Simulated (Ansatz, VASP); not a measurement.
# One calculation of Rh, two programs

```xyz
2
Lattice="0.0000 -1.8900 -1.8900 0.0000 1.8900 -1.8900 3.7800 0.0000 0.0000" Properties=species:S:1:pos:R:3 pbc="T T T"
Rh    1.8900    0.0000   -1.8900
Rh    0.0000    0.0000    0.0000
```

Alike in both runs: task single point; functional PBEsol; k mesh 22 × 22 × 16; occupations gaussian, width 0.15 eV; no spin polarisation.

|  | VASP | Ansatz |
| --- | --- | --- |
| version | VASP 6.6.1 | Ansatz 0.2.0 |
| potentials or method | VASP PAW PBE potentials, release 64 (Rh_pv), cutoff 520 eV | scalar-relativistic, plane waves, PAW |
| valence electrons in the cell | 30 | 34 |

|  | VASP | Ansatz | Ansatz less VASP |
| --- | --- | --- | --- |
| gap on the k mesh at the Fermi level (eV) | none | none | - |
| pressure (GPa) | 0.0 | 0.1 | +0.08 |

VASP's potentials were made for PBE, not for PBEsol. A gap of «none» marks a metal or a gap that the smearing closes. VASP's potentials hold 30 valence electrons a cell and Ansatz's 34, so a difference there can come from the potentials and not from the codes.
